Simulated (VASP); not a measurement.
# Al3Au (I4/mmm) in VASP: notebook, part 2 of 2

VASP 6.6.1. The steps go on from the part before.

**4. Single point, LDA (16.97 Å³/atom)**

This run uses another cell than the first one, of 16.97 Å³/atom.

INCAR reads:

```
PREC = Accurate ; ENCUT = 520
EDIFF = 1E-7 ; ISMEAR = -1
SIGMA = 0.05 ; LREAL = F
LASPH = T ; NELM = 60
ALGO = Normal ; ISIF = 2
LWAVE = F ; LCHARG = T
LELF = T ; LVHAR = T
NBANDS = 18
```

KPOINTS reads:

```
regular mesh
0
Gamma
  9 9 9
```

POSCAR reads:

```
Al3Au
1.0
   -2.0387461922      2.0387461922      4.0834656836
    2.0387461922     -2.0387461922      4.0834656836
    2.0387461922      2.0387461922     -4.0834656836
Au Al
1 3
Direct
    0.0000000000      0.0000000000      0.0000000000
    0.5000000000      0.5000000000      0.0000000000
    0.2500000000      0.7500000000      0.5000000000
    0.7500000000      0.2500000000      0.5000000000
```

Potentials or basis: VASP PAW LDA potentials, release 64 (Au, Al).

Command:

```
cat potpaw_LDA.64/Au/POTCAR potpaw_LDA.64/Al/POTCAR > POTCAR
mpirun -np 1 vasp_std > vasp.out
```

OUTCAR:

```text
PREC = Accurate
   ENCUT = 520
   EDIFF = 1E-7
   ISMEAR = -1
   LREAL = F
   LASPH = T
   NELM = 60
   ISIF = 2

 ion  position               nearest neighbor table
   1  0.000  0.000  0.000-   2 2.88   2 2.88   2 2.88   2 2.88   4 2.89   3 2.89   4 2.89   3 2.89
                             4 2.89   4 2.89   3 2.89   3 2.89
   2  0.500  0.500  0.000-   1 2.88   1 2.88   1 2.88   1 2.88   4 2.89   3 2.89   4 2.89   3 2.89
                             3 2.89   3 2.89   4 2.89   4 2.89
   3  0.250  0.750  0.500-   4 2.88   4 2.88   4 2.88   4 2.88   2 2.89   1 2.89   2 2.89   1 2.89
                             1 2.89   1 2.89   2 2.89   2 2.89
   4  0.750  0.250  0.500-   3 2.88   3 2.88   3 2.88   3 2.88   2 2.89   1 2.89   2 2.89   1 2.89
                             2 2.89   2 2.89   1 2.89   1 2.89

  LATTYP: Found a body centered tetragonal cell.
 ALAT       =     4.0774923844
 C/A-ratio  =     2.0029298886

  Lattice vectors:

 A1 = (  -2.0387461922,   2.0387461922,   4.0834656836)
 A2 = (   2.0387461922,  -2.0387461922,   4.0834656836)
 A3 = (   2.0387461922,   2.0387461922,  -4.0834656836)

Analysis of symmetry for initial positions (statically):
=====================================================================
 Subroutine PRICEL returns:
 Original cell was already a primitive cell.

 Routine SETGRP: Setting up the symmetry group for a
 body centered tetragonal supercell.

 Subroutine GETGRP returns: Found 16 space group operations
 (whereof 16 operations were pure point group operations)
 out of a pool of 16 trial point group operations.

The static configuration has the point symmetry D_4h.

Analysis of symmetry for dynamics (positions and initial velocities):
=====================================================================
 Subroutine PRICEL returns:
 Original cell was already a primitive cell.

 Routine SETGRP: Setting up the symmetry group for a
 body centered tetragonal supercell.

 Subroutine GETGRP returns: Found 16 space group operations
[... 127 lines left out ...]
     AMIX_MAG =   1.60;   BMIX_MAG =  1.00
  volume/ion in A,a.u.               =      16.97       114.54
  Fermi-wavevector in a.u.,A,eV,Ry     =   1.089297  2.058473 16.144246  1.186569
  Thomas-Fermi vector in A             =   2.225497
   LORBIT       =      0    0 simple, 1 ext, 2 COOP (PROOUT), +10 PAW based schemes
   GGA     = CA    functional components
   LHFCALC =     F    Hartree Fock is set to
   AEXX    =    0.0000 exact exchange contribution
   IVDW    =     0    specifies the selected vdW correction
   LEPSILON=     F    determine dielectric tensor
   LRPA    =     F    only Hartree local field effects (RPA)
 non-spin polarized calculation
  energy-cutoff  :      520.00
  volume of cell :       67.89
 maximum number of plane-waves:      1847
 NGX is ok and might be reduce to    40
   NGX = 19   NGY = 19   NGZ = 19

 number of electron      20.0000000 magnetization

 Free energy of the ion-electron system (eV)
  ---------------------------------------------------
  ext. energy  EPLUGINS =         0.00000000
  ---------------------------------------------------
  free energy    TOTEN  =       -17.48952995 eV

  energy without entropy =      -17.47786407  energy(sigma->0) =      -17.48369701

 E-fermi :   8.3401     XC(G=0): -10.9319

 val. band max:        8.3242275924   @ k =   0.2222   0.0000  -0.0000
 cond. band min:       8.3411883413   @ k =   0.1111   0.0000  -0.0000
 fundamental gap:      0.0169607489
 Fermi energy:         8.3401378067

 k-point     1 :       0.0000    0.0000    0.0000
  band No.  band energies     occupation
      1      -2.7008      2.00000
      2       2.3911      2.00000
      3       2.4373      2.00000
      4       2.6427      2.00000
      5       2.6427      2.00000
      6       3.1248      2.00000
[... 481 lines left out ...]
      5       2.7851      2.00000
      6       3.4522      2.00000
[... 10 lines left out ...]
     17      17.5687      0.00000
     18      18.7471      0.00000

 [... further k-points ...]

------------------------ aborting loop because EDIFF is reached ----------------------------------------

  FORCE on cell =-STRESS in cart. coord.  units (eV):
  Direction    XX          YY          ZZ          XY          YZ          ZX
  --------------------------------------------------------------------------------------
  -------------------------------------------------------------------------------------
  Total       -2.6507462     -2.6507462     -2.8322854      0.0000000     -0.0000000      0.0000000
  in kB      -62.5552132    -62.5552132    -66.8393725      0.0000000     -0.0000000      0.0000000
  external PRESSURE =     -63.9832663 kB  Pullay stress =       0.0000000 kB

 VOLUME and BASIS-vectors are now :
 -----------------------------------------------------------------------------
  energy-cutoff  :      520.00
  volume of cell :       67.89
      direct lattice vectors                 reciprocal lattice vectors
    -2.038746192  2.038746192  4.083465684     0.000000000  0.245248772  0.122445011
     2.038746192 -2.038746192  4.083465684     0.245248772  0.000000000  0.122445011
     2.038746192  2.038746192 -4.083465684     0.245248772  0.245248772  0.000000000

 POSITION                                       TOTAL-FORCE (eV/Angst)
 -----------------------------------------------------------------------------------
      0.00000      0.00000      0.00000         0.000000     -0.000000      0.000000
      0.00000      0.00000      4.08347         0.000000     -0.000000      0.000000
      2.03875     -0.00000      2.04173        -0.000000      0.000000     -0.000000
     -0.00000      2.03875      2.04173         0.000000     -0.000000      0.000000
 -----------------------------------------------------------------------------------
    total drift:                               -0.000000     -0.000000      0.000000

  FREE ENERGIE OF THE ION-ELECTRON SYSTEM (eV)
  ---------------------------------------------------
  free  energy   TOTEN  =       -17.4895299456 eV

  energy  without entropy=      -17.4778640744  energy(sigma->0) =      -17.48369701
```

OSZICAR:

```text
N       E                     dE             d eps       ncg     rms          rms(c)
DAV:   1     0.575373763964E+02    0.57537E+02   -0.83295E+03  2716   0.948E+02
DAV:   2    -0.165637901057E+02   -0.74101E+02   -0.69455E+02  3064   0.167E+02
DAV:   3    -0.187907339276E+02   -0.22269E+01   -0.22030E+01  3428   0.260E+01
DAV:   4    -0.188038745523E+02   -0.13141E-01   -0.13131E-01  3096   0.233E+00
DAV:   5    -0.188039797738E+02   -0.10522E-03   -0.10522E-03  3280   0.224E-01    0.899E+00
DAV:   6    -0.176620256430E+02    0.11420E+01   -0.66945E+00  2860   0.240E+01    0.775E+00
DAV:   7    -0.175265537430E+02    0.13547E+00   -0.46618E-01  2804   0.719E+00    0.342E+00
DAV:   8    -0.174947284684E+02    0.31825E-01   -0.68576E-02  2960   0.178E+00    0.514E-01
DAV:   9    -0.174895714207E+02    0.51570E-02   -0.13064E-02  2974   0.117E+00    0.151E-01
DAV:  10    -0.174895355267E+02    0.35894E-04   -0.54961E-04  3056   0.166E-01    0.679E-02
DAV:  11    -0.174895310519E+02    0.44747E-05   -0.91718E-06  3060   0.219E-02    0.299E-02
DAV:  12    -0.174895302855E+02    0.76640E-06   -0.17802E-06  3176   0.881E-03    0.570E-03
DAV:  13    -0.174895299804E+02    0.30510E-06   -0.46837E-07  2910   0.685E-03    0.185E-03
DAV:  14    -0.174895299456E+02    0.34834E-07   -0.12095E-07  1556   0.289E-03
   1 F= -.17489530E+02 E0= -.17483697E+02  d E =-.116659E-01
```

Run time: 65 s. Hardware: 1 thread of Intel Xeon 6975P-C (Granite Rapids), shared host; peak memory 0.24 GiB.

What came out:

```
Free energy            : -17.4895 eV
Pressure               : -6.4 GPa
Band gap on the k mesh : zero (bands 10 and 11 overlap by 3.21 eV)
```

Caveat: the cell stands under tension; spin-orbit coupling is left out, which moves the levels of the heavy elements.

**5. Single point, LDA (17.31 Å³/atom)**

This run uses another cell than the first one, of 17.31 Å³/atom.

INCAR reads:

```
PREC = Accurate ; ENCUT = 520
EDIFF = 1E-6 ; ISMEAR = -1
SIGMA = 0.05 ; LREAL = F
LASPH = T ; NELM = 60
ALGO = Fast ; ISIF = 2
LWAVE = F ; LCHARG = F
GGA = CA ; NBANDS = 18
```

KPOINTS reads:

```
Automatic mesh
0
Gamma
  9 9 9
```

POSCAR reads:

```
Al3Au
1.0
   -2.0519851748      2.0519851748      4.1099824375
    2.0519851748     -2.0519851748      4.1099824375
    2.0519851748      2.0519851748     -4.1099824375
Au Al
1 3
Direct
    0.0000000000      0.0000000000      0.0000000000
    0.5000000000      0.5000000000      0.0000000000
    0.2500000000      0.7500000000      0.5000000000
    0.7500000000      0.2500000000      0.5000000000
```

Command:

```
cat potpaw_LDA.64/Au/POTCAR potpaw_LDA.64/Al/POTCAR > POTCAR
mpirun -np 1 vasp_std > vasp.out
```

Run time: 62 s. Hardware: 1 thread of Intel Xeon 6975P-C (Granite Rapids), shared host; peak memory 0.25 GiB.

The run converged. Its results:

```yaml
Free_energy: -17.4307 eV
Pressure: -7.8 GPa
Band_gap_on_the_k_mesh: zero (bands 10 and 11 overlap by 3.23 eV)
```

Stress tensor (GPa, compression positive):
```
-7.66  0.00  0.00
 0.00 -7.66  0.00
 0.00  0.00 -8.06
```

Levels at points of the mesh, in eV from the Fermi level:
```csv
k point,band 6,band 7,band 8,band 9,band 10,band 11,band 12,band 13,band 14,band 15
"(0.00, 0.00, 0.00)",-5.12,-2.47,0.11,0.11,0.26,0.46,0.81,0.81,1.00,1.88
```

Caveat: the cell stands under tension; spin-orbit coupling is left out, which moves the levels of the heavy elements.

**6. Single point, LDA (17.64 Å³/atom)**

This run uses another cell than the first one, of 17.64 Å³/atom.

INCAR reads:

```
  PREC = Accurate
  ENCUT = 520
  EDIFF = 1E-7
  ISMEAR = -1
  SIGMA = 0.05
  LREAL = False
  LASPH = True
  NELM = 80
  ALGO = Normal
  ISIF = 2
  LWAVE = False
  LCHARG = False
  NBANDS = 18
```

KPOINTS is that of step 5.

POSCAR reads:

```
Al3Au
1.0
   -2.0650554965      2.0650554965      4.1361613754
    2.0650554965     -2.0650554965      4.1361613754
    2.0650554965      2.0650554965     -4.1361613754
Au Al
1 3
Direct
    0.0000000000      0.0000000000      0.0000000000
    0.5000000000      0.5000000000      0.0000000000
    0.2500000000      0.7500000000      0.5000000000
    0.7500000000      0.2500000000      0.5000000000
```

Potentials or basis: VASP PAW LDA potentials, release 64 (Au, Al).

Command:

```
cat potpaw_LDA.64/Au/POTCAR potpaw_LDA.64/Al/POTCAR > POTCAR
mpirun -np 1 vasp_std > vasp.out
```

Run time: 60 s. Hardware: 1 thread of Intel Xeon 6975P-C (Granite Rapids), shared host; peak memory 0.25 GiB.

Results (log left out):

| Quantity | Value |
| --- | --- |
| Free energy | -17.3609 eV |
| Pressure | -9.0 GPa |
| Band gap on the k mesh | zero (bands 10 and 11 overlap by 3.25 eV) |

Stress tensor (GPa, compression positive):
```
-8.91  0.00  0.00
 0.00 -8.91  0.00
 0.00  0.00 -9.30
```

Levels at points of the mesh, in eV from the Fermi level:
```tsv
k point	band 6	band 7	band 8	band 9	band 10	band 11	band 12	band 13	band 14	band 15
(0.00, 0.00, 0.00)	-5.03	-2.41	0.15	0.15	0.22	0.38	0.79	0.79	1.04	1.78
```

Caveat: the cell stands under tension; spin-orbit coupling is left out, which moves the levels of the heavy elements.

**7. Overview**

| cell | gap on the mesh (eV) | pressure (GPa) |
| --- | --- | --- |
| a = 4.933 Å, angles 131.9, 131.9, 70.4°, 4 atoms | none | -3.0 |
| a = 4.966 Å, angles 131.9, 131.9, 70.4°, 4 atoms | none | -4.8 |
| a = 4.999 Å, angles 131.9, 131.9, 70.4°, 4 atoms | none | -6.4 |
| a = 5.031 Å, angles 131.9, 131.9, 70.4°, 4 atoms | none | -7.8 |
| a = 5.063 Å, angles 131.9, 131.9, 70.4°, 4 atoms | none | -9.0 |

Alike in all rows: task single point; level LDA; potentials or basis VASP PAW LDA potentials, release 64 (Au, Al); no spin polarisation; k mesh 9 × 9 × 9; cutoff (eV) 520; smearing fermi-dirac 0.05 eV.

Caveats: the cell stands under tension; spin-orbit coupling is left out, which moves the levels of the heavy elements.

Total energies depend on the potentials used, so only differences within one code and one set of settings carry meaning.
